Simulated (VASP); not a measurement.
# SiO2 (P4_2/mnm) in VASP: a series of runs, part 2 of 2

VASP 6.6.1. The steps go on from the part before.

**3. Single point, HSE06**

POSCAR

```
SiO2
1.0
    4.2331690000      0.0000000000      0.0000000000
    0.0000000000      4.2331690000      0.0000000000
    0.0000000000      0.0000000000      2.6934950000
Si O
2 4
Direct
    0.0000000000      0.0000000000      0.0000000000
    0.5000000000      0.5000000000      0.5000000000
    0.8068390000      0.1931610000      0.5000000000
    0.3068390000      0.3068390000      0.0000000000
    0.1931610000      0.8068390000      0.5000000000
    0.6931610000      0.6931610000      0.0000000000
```

INCAR.step1

```
PREC = Accurate
ENCUT = 520
EDIFF = 1E-5
ISMEAR = -1
SIGMA = 0.05
LREAL = False
LASPH = True
NELM = 120
ALGO = Normal
ISIF = 2
LWAVE = True
LCHARG = False
GGA = PE
NBANDS = 25
GGA_COMPAT = False
KPAR = 4
```

INCAR.step2

```
PREC = Accurate
ENCUT = 520
EDIFF = 1E-6
ISMEAR = -1
SIGMA = 0.05
LREAL = False
LASPH = True
NELM = 120
ALGO = Normal
ISIF = 2
LWAVE = False
LCHARG = False
GGA = PE
LHFCALC = True
HFSCREEN = 0.2079
PRECFOCK = Normal
ISTART = 1
NBANDS = 25
GGA_COMPAT = False
KPAR = 4
```

KPOINTS

```
Automatic mesh
0
Gamma
  4 4 6
```

Potentials or basis: VASP PAW PBE potentials, release 64 (Si, O).

Run with:

```console
$ cat potpaw_PBE.64/Si/POTCAR potpaw_PBE.64/O/POTCAR > POTCAR
$ cp INCAR.step1 INCAR
$ mpirun -np 4 vasp_std > vasp.out
$ cp INCAR.step2 INCAR
$ mpirun -np 4 vasp_std > vasp.out
```

OUTCAR:

```text
PREC = Accurate
   ENCUT = 520
   EDIFF = 1E-6
   ISMEAR = -1
   LREAL = False
   LASPH = True
   NELM = 120
   ISIF = 2
   GGA = PE
   LHFCALC = True
   HFSCREEN = 0.2079
   PRECFOCK = Normal
   ISTART = 1

 ion  position               nearest neighbor table
   1  0.000  0.000  0.000-   3 1.78   5 1.78   3 1.78   5 1.78   4 1.84   6 1.84
   2  0.500  0.500  0.500-   4 1.78   6 1.78   4 1.78   6 1.78   5 1.84   3 1.84
   3  0.807  0.193  0.500-   1 1.78   1 1.78   2 1.84
   4  0.307  0.307  0.000-   2 1.78   2 1.78   1 1.84
   5  0.193  0.807  0.500-   1 1.78   1 1.78   2 1.84
   6  0.693  0.693  0.000-   2 1.78   2 1.78   1 1.84

  LATTYP: Found a simple tetragonal cell.
 ALAT       =     4.2331690000
 C/A-ratio  =     0.6362833612

  Lattice vectors:

 A1 = (   4.2331690000,   0.0000000000,   0.0000000000)
 A2 = (   0.0000000000,   4.2331690000,   0.0000000000)
 A3 = (   0.0000000000,   0.0000000000,   2.6934950000)

Analysis of symmetry for initial positions (statically):
[... 191 lines left out ...]

 val. band max:        6.3511188547   @ k =   0.0000   0.0000   0.0000
 cond. band min:      13.4323256098   @ k =   0.0000   0.0000   0.0000
 fundamental gap:      7.0812067551
 Fermi energy:         7.4408357497

 k-point     1 :       0.0000    0.0000    0.0000
  band No.  band energies     occupation
      1     -17.4816      2.00000
      2     -13.8512      2.00000
      3     -13.8512      2.00000
      4     -13.6395      2.00000
      5      -4.7667      2.00000
      6      -0.1145      2.00000
[... 661 lines left out ...]
     24      22.4559      0.00000
     25      24.3181      0.00000

------------------------ aborting loop because EDIFF is reached ----------------------------------------

  FORCE on cell =-STRESS in cart. coord.  units (eV):
  Direction    XX          YY          ZZ          XY          YZ          ZX
  --------------------------------------------------------------------------------------
  -------------------------------------------------------------------------------------
  Total       -3.2222215     -3.2222215     -3.9380358      0.0000000      0.0000000      0.0000000
  in kB     -106.9593085   -106.9593085   -130.7202441      0.0000000      0.0000000      0.0000000
  external PRESSURE =    -114.8796204 kB  Pullay stress =       0.0000000 kB

 VOLUME and BASIS-vectors are now :
 -----------------------------------------------------------------------------
  energy-cutoff  :      520.00
  volume of cell :       48.27
      direct lattice vectors                 reciprocal lattice vectors
     4.233169000  0.000000000  0.000000000     0.236229643  0.000000000  0.000000000
     0.000000000  4.233169000  0.000000000     0.000000000  0.236229643  0.000000000
     0.000000000  0.000000000  2.693495000     0.000000000  0.000000000  0.371264844

 POSITION                                       TOTAL-FORCE (eV/Angst)
 -----------------------------------------------------------------------------------
      0.00000      0.00000      0.00000         0.000000      0.000000      0.000000
      2.11658      2.11658      1.34675         0.000000      0.000000      0.000000
      3.41549      0.81768      1.34675         0.105471     -0.105471     -0.000000
      1.29890      1.29890      0.00000         0.105471      0.105471      0.000000
      0.81768      3.41549      1.34675        -0.105471      0.105471      0.000000
      2.93427      2.93427      0.00000        -0.105471     -0.105471     -0.000000
 -----------------------------------------------------------------------------------
    total drift:                                0.000007      0.000007     -0.000001

  FREE ENERGIE OF THE ION-ELECTRON SYSTEM (eV)
  ---------------------------------------------------
  free  energy   TOTEN  =       -57.2345653216 eV

  energy  without entropy=      -57.2345653216  energy(sigma->0) =      -57.23456532
```

OSZICAR.step1:

```text
N       E                     dE             d eps       ncg     rms          rms(c)
DAV:   1     0.142692038454E+03    0.14269E+03   -0.17541E+04  1200   0.123E+03
DAV:   2    -0.432904397517E+02   -0.18598E+03   -0.17840E+03  1529   0.281E+02
DAV:   3    -0.508421296130E+02   -0.75517E+01   -0.75166E+01  1623   0.544E+01
DAV:   4    -0.508922972242E+02   -0.50168E-01   -0.50148E-01  1390   0.512E+00
DAV:   5    -0.508927193147E+02   -0.42209E-03   -0.42200E-03  1608   0.442E-01    0.170E+01
DAV:   6    -0.462516434744E+02    0.46411E+01   -0.13159E+01  1476   0.243E+01    0.767E+00
DAV:   7    -0.462963997297E+02   -0.44756E-01   -0.70648E-01  1472   0.489E+00    0.287E+00
DAV:   8    -0.463097935998E+02   -0.13394E-01   -0.24454E-02  1491   0.136E+00    0.108E+00
DAV:   9    -0.463164435421E+02   -0.66499E-02   -0.94315E-03  1504   0.823E-01    0.263E-01
DAV:  10    -0.463166622871E+02   -0.21875E-03   -0.58641E-04  1495   0.169E-01    0.489E-02
DAV:  11    -0.463166362124E+02    0.26075E-04   -0.99629E-05  1550   0.718E-02    0.896E-03
DAV:  12    -0.463166372390E+02   -0.10266E-05   -0.63249E-06   943   0.183E-02
   1 F= -.46316637E+02 E0= -.46316637E+02  d E =-.720014E-10
```

Run time: 9.7 min. Hardware: 4 MPI ranks of Intel Xeon 6975P-C (Granite Rapids), shared host; peak memory 0.27 GiB.

Results:

| Item | Value |
| --- | --- |
| Free energy | -57.2346 eV |
| Pressure | -11.5 GPa |
| Largest force | 0.149 eV/Å |
| Band gap on the k mesh | 7.08 eV |

Forces on the atoms (eV/Å):
```
Si   0.000  0.000  0.000
Si   0.000  0.000  0.000
O    0.105 -0.105  0.000
O    0.105  0.105  0.000
O   -0.105  0.105  0.000
O   -0.105 -0.105  0.000
```

Levels at points of the mesh, in eV from the valence-band top:
```
           k point  band 13  band 14  band 15  band 16  band 17  band 18  band 19  band 20
(0.00, 0.00, 0.00)    -2.40    -0.79    -0.79     0.00     7.08     8.61    10.35    10.35
(0.50, 0.00, 0.00)    -2.52    -2.52    -1.05    -1.05     9.45     9.45    10.97    10.97
(0.50, 0.50, 0.00)    -2.58    -2.58    -2.31    -2.31     9.17     9.17    11.95    11.95
(0.00, 0.00, 0.50)    -3.05    -3.05    -2.72    -2.72    10.92    10.92    14.64    14.64
(0.50, 0.00, 0.50)    -2.19    -2.19    -1.76    -1.76    10.65    10.65    11.63    11.63
(0.50, 0.50, 0.50)    -1.77    -1.77    -1.58    -1.58     8.93     8.93    12.87    12.87
```

Caveat: the cell stands under tension; the PAW data sets were made with another functional, which shifts forces and pressure a little.
